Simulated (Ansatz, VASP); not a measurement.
**MgO: VASP beside Ansatz**

```
CELL_PARAMETERS angstrom
0.00000 2.09700 2.09700
2.09700 0.00000 2.09700
2.09700 2.09700 0.00000
ATOMIC_POSITIONS crystal
Mg 0.00000 0.00000 0.00000
O 0.50000 0.50000 0.50000
```

Alike in both runs: task relaxation of cell and atoms; functional BLYP; dispersion D3(BJ); k mesh 11 × 11 × 11; occupations fermi-dirac, width 0.05 eV; no spin polarisation.

|  | VASP | Ansatz |
| --- | --- | --- |
| version | VASP 6.6.1 | Ansatz 0.2.0 |
| potentials or method | VASP PAW PBE potentials, release 64 (Mg, O), cutoff 600 eV | all-electron LAPW, scalar-relativistic |

VASP gave:

- relaxed volume (Å³/atom): 9.06
- relaxed cell length with the largest relative difference (Å): 2.948

**Question.** Estimate Ansatz's values.

**Answer.** Relaxed volume (Å³/atom): 9.11; relaxed cell length with the largest relative difference (Å): 2.953.

VASP's potentials were made for PBE, not for BLYP. Ansatz ran all-electron here, and VASP with PAW potentials.
